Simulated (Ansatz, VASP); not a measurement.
Two plane-wave programs on HfO2

```xyz
6
Lattice="3.5767 -0.0211 0.0000 -0.0211 3.5767 0.0000 0.0000 0.0000 5.2022" Properties=species:S:1:pos:R:3 pbc="T T T"
Hf    1.7778    1.7778    2.6011
Hf    0.0000    0.0000    0.0000
O    -0.0106    1.7883    3.6218
O     1.7883   -0.0106    4.1815
O     1.7883   -0.0106    1.5804
O    -0.0106    1.7883    1.0207
```

Change from the starting cell: shear_xy strain -1.2%.

Alike in both runs: task single point; functional r2SCAN; k mesh 8 × 8 × 6; no spin polarisation.

|  | VASP | Ansatz |
| --- | --- | --- |
| version | VASP 6.6.1 | Ansatz 0.2.0 |
| potentials or method | VASP PAW PBE potentials, release 64 (Hf_pv, O) | plane waves, PAW |
| plane-wave cutoff (eV) | 520 | 500 |
| occupations | gaussian, width 0.01 eV | fixed |
| valence electrons in the cell | 44 | 76 |

Ansatz gave:

* gap on the k mesh at the Fermi level (eV): 5.25
* pressure (GPa): 0.0
* traceless stress, the component that is largest in VASP (GPa): 2.18
* rms of the force components (eV/Å): 0.001

Question: What did VASP give for the same quantities?

Answer: gap on the k mesh at the Fermi level (eV): 5.23; pressure (GPa): -3.5; traceless stress, the component that is largest in VASP (GPa): 2.22; rms of the force components (eV/Å): 0.033.

VASP's potentials were made for PBE, not for r2SCAN. Atom by atom the forces differ by 0.032 eV/Å (rms over components). VASP's potentials hold 44 valence electrons a cell and Ansatz's 76, so a difference there can come from the potentials and not from the codes.

Neither program's run includes spin-orbit coupling.
